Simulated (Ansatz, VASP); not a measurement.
## One calculation of ZrB2, two programs

Contents of INCAR:

```
SYSTEM = ZrB2
ALGO = Normal
EDIFF = 1E-6
ENCUT = 520
GGA = PS
ISIF = 2
ISMEAR = 0
LASPH = .True.
LCHARG = .False.
LREAL = .False.
LWAVE = .False.
NBANDS = 16
NELM = 60
PREC = Accurate
SIGMA = 0.15
```

KPOINTS

```
k-points
0
Gamma
  15 15 12
  0 0 0
```

POSCAR

```
ZrB2
1.0
    3.1548382285      0.0000000000      0.0000000000
   -1.5774191143      2.7321700507      0.0000000000
    0.0000000000      0.0000000000      3.3314000000
Zr B
1 2
Direct
    0.0000000000      0.0000000000      0.0000000000
    0.3333333333      0.6666666667      0.5000000000
    0.6666666667      0.3333333333      0.5000000000
```

Input for Ansatz:

```yaml
crystal:
  lattice:
    - [3.1548382285, 0.0, 0.0]
    - [-1.5774191143, 2.7321700507, 0.0]
    - [0.0, 0.0, 3.3314]
  atoms:
    - { symbol: Zr, position: [0.0, 0.0, 0.0] }
    - { symbol: B, position: [0.3333333333, 0.6666666667, 0.5] }
    - { symbol: B, position: [0.6666666667, 0.3333333333, 0.5] }
basis:
  ecutwfc: 520.0
kpoints:
  mp_grid: { grid: [15, 15, 12] }
hamiltonian:
  xc: pbesol
scf:
  occupations: { method: gaussian, width: 0.15 }
output:
  forces: true
  stress: true
  eigenvalues: true
```

Alike in both runs: task single point; functional PBEsol; k mesh 15 × 15 × 12; occupations gaussian, width 0.15 eV; no spin polarisation.

|  | VASP | Ansatz |
| --- | --- | --- |
| version | VASP 6.6.1 | Ansatz 0.2.0 |
| potentials or method | VASP PAW PBE potentials, release 64 (Zr_sv, B), cutoff 520 eV | scalar-relativistic, plane waves, PAW |
| valence electrons in the cell | 18 | 18 |

VASP gave:

* gap on the k mesh at the Fermi level (eV): none
* pressure (GPa): 14.2
* traceless stress, the component that is largest in VASP (GPa): 11.94

Task: What did Ansatz give for the same quantities?

Result: gap on the k mesh at the Fermi level (eV): none; pressure (GPa): 13.8; traceless stress, the component that is largest in VASP (GPa): 11.94.

VASP's potentials were made for PBE, not for PBEsol. A gap of «none» marks a metal or a gap that the smearing closes.
